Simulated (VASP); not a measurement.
**Si2Br: relaxation of cell and atoms with PBE**

The system is Si2Br.

```xyz
6
Lattice="5.5559 0.0000 0.0000 0.0000 5.5559 0.0000 0.0000 0.0000 5.5690" Properties=species:S:1:pos:R:3 pbc="T T T"
Si    2.7780    0.0000    4.0860
Si    0.0000    2.7780    4.2675
Si    0.0000    2.7780    1.3015
Si    2.7780    0.0000    1.4830
Br    2.7780    2.7780    4.1768
Br    2.7780    2.7780    1.3923
```

The cell was generated, and may not be a known phase.

| Item | Value |
| --- | --- |
| Program | VASP 6.6.1 |
| Task | relaxation of cell and atoms |
| Functional | PBE |
| Potentials or basis | VASP PAW PBE potentials, release 64 (Si, Br) |
| Cutoff | 600 eV |
| k mesh | 8 × 8 × 8 |
| Occupations | gaussian, width 0.1 eV |
| Spin | no spin polarisation |
| Dipole correction | no |
| Further INCAR settings | ALGO = Normal; EDIFF = 1e-06; IBRION = 2; EDIFFG = -0.01; NSW = 100; ISIF = 3 |

```json
{"Relaxed volume": "32.95 Å³/atom", "Relaxed cell": "a = 5.263 Å, b = 5.263 Å, c = 7.137 Å, α = 90.00°, β = 90.00°, γ = 90.00°", "Space group after relaxing (to 0.1 Å)": "P4_2/mmc (No. 131)", "Energy gained by relaxing": "143.5 meV/atom", "Ionic steps": "26", "Pressure after relaxing": "0.0 GPa", "Band gap on the k mesh": "zero (bands 15 and 16 overlap by 1.21 eV)"}
```

Step by step:
```
step  energy change (eV)  largest force (eV/Å)  pressure (GPa)  volume (Å³)
   1              0.0000                0.1888           -0.53       171.91
   2             -0.0816                0.2094           -0.29       169.52
   3             -0.3004                0.2821            1.44       161.94
   4              1.0525                0.8093            8.27       145.08
   5             -0.3098                0.2958            1.68       161.06
   6             -0.3580                0.3994            0.99       164.44
   7             -0.3615                0.4321            0.81       165.55
   8             -0.4232                0.4725            0.09       169.99
   9             -0.5215                0.5158           -1.34       183.79
  10             -0.5758                0.3995           -1.02       184.20
  11             -0.6338                0.0166           -0.24       185.03
  12             -0.6959                0.0683            0.20       184.52
  13             -0.7625                0.2531            1.28       183.29
  14             -0.5591                1.0999            4.05       179.99
  15             -0.7582                0.4292            1.76       182.87
  16             -0.8178                0.1747            1.32       186.27
  17             -0.8357                0.0145            0.98       189.34
  18             -0.8506                0.0379            0.56       192.03
  19             -0.8589                0.0759           -0.05       196.42
  20             -0.8589                0.0737           -0.01       196.16
  21             -0.8594                0.0417            0.01       196.20
  22             -0.8596                0.0090            0.04       196.24
  23             -0.8600                0.0081            0.04       196.47
  24             -0.8607                0.0047            0.01       197.16
  25             -0.8605                0.0020           -0.05       198.55
  26             -0.8609                0.0017           -0.01       197.71
```

Final structure:
```xyz
6
Lattice="5.2634 0.0000 0.0000 0.0000 5.2634 0.0000 0.0000 0.0000 7.1366" Properties=species:S:1:pos:R:3 pbc="T T T"
Si    2.6317    0.0000    4.7634
Si    0.0000    2.6317    5.9415
Si    0.0000    2.6317    1.1951
Si    2.6317    0.0000    2.3732
Br    2.6317    2.6317    5.3524
Br    2.6317    2.6317    1.7841
```

Levels at points of the mesh, in eV from the Fermi level:
```csv
k point,band 11,band 12,band 13,band 14,band 15,band 16,band 17,band 18,band 19
"(0.00, 0.00, 0.00)",-4.25,-2.26,-0.91,-0.59,0.16,0.16,2.39,2.58,2.58
"(0.50, 0.00, 0.00)",-2.42,-0.64,-0.61,-0.53,-0.35,0.69,0.71,1.75,1.95
"(0.50, 0.50, 0.00)",-1.95,-0.56,-0.56,0.03,0.30,0.47,0.47,0.64,1.14
"(0.00, 0.00, 0.50)",-3.39,-3.39,-0.24,-0.24,0.29,0.29,2.37,2.37,2.63
"(0.50, 0.00, 0.50)",-3.47,-0.76,-0.39,-0.27,-0.18,0.72,0.91,1.47,1.80
"(0.50, 0.50, 0.50)",-1.36,-1.36,-0.68,-0.68,0.89,0.89,0.91,0.91,2.43
```

Wall time 56 min on 1 thread of Intel(R) Xeon(R) Platinum 8488C (Sapphire Rapids) (shared host), peak memory 0.54 GiB.

Caveat: the volume moved by over 15 % at a fixed basis, so the end points are rough.
